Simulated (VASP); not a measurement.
Wanted: the native input for a VASP 6.6.1 run.

- Task: single point
- Functional: PBE
- Potentials or basis: VASP PAW PBE potentials, release 64 (Ag, Cl)
- Cutoff: 520 eV
- k mesh: 2 × 2 × 2
- Occupations: fermi-dirac, width 0.026 eV
- Spin: no spin polarisation
- Dipole correction: no
- Further INCAR settings: LREAL = Auto; ALGO = Normal; EDIFF = 1e-07; NBANDS = 86

The structure of AgCl lies in POSCAR:

```
AgCl
1.0
    0.0000000000      5.5463676253      5.5463676253
    5.5463676253      0.0000000000      5.5463676253
    5.5463676253      5.5463676253      0.0000000000
Ag Cl
8 8
Direct
   -0.0111963368      0.0113973693     -0.0029024401
   -0.0005803798     -0.0028270755      0.5086301866
   -0.0009789290      0.5020250528      0.0098422073
    0.0100819137      0.5085723108      0.4899599492
    0.4820418841     -0.0020846977      0.0184939959
    0.5406957675     -0.0028241006      0.4778593269
    0.5034714950      0.4992184412      0.0058708694
    0.4928863690      0.5070684437      0.5019932302
    0.2265830693      0.2336624774      0.2915401771
    0.2567437098      0.2458580268      0.7699215574
    0.2573215655      0.7516535653      0.2394433780
    0.2627838792      0.7438325908      0.7769200116
    0.7579537247      0.2912367353      0.2046076057
    0.7127024869      0.2669026109      0.7717941343
    0.7563850403      0.7486668358      0.2370083609
    0.7838375120      0.7730005095      0.6963820758
```

One way to write it, as run:

INCAR

```
PREC = Accurate
ENCUT = 520
EDIFF = 1E-7
ISMEAR = -1
SIGMA = 0.026
LREAL = Auto
LASPH = True
NELM = 60
ALGO = Normal
ISIF = 2
LWAVE = False
LCHARG = True
GGA = PE
LELF = True
LVHAR = True
NBANDS = 86
```

KPOINTS

```
Automatic mesh
0
Gamma
  2 2 2
```

Potentials or basis: VASP PAW PBE potentials, release 64 (Ag, Cl).

Launch:

```sh
$ cat potpaw_PBE.64/Ag/POTCAR potpaw_PBE.64/Cl/POTCAR > POTCAR
$ mpirun -np 1 vasp_std > vasp.out
```

Results of the run:

```
Pressure               : 2.7 GPa
Largest force          : 0.632 eV/Å
Band gap on the k mesh : 0.85 eV
```

Caveat: the k points lie up to 0.49 Å⁻¹ apart; the atoms stand as in a frame of molecular dynamics.

Wall time 8.7 min on 1 thread of AMD EPYC 7R43 64-Core Processor (Zen 3) (shared host), peak memory 0.5 GiB.
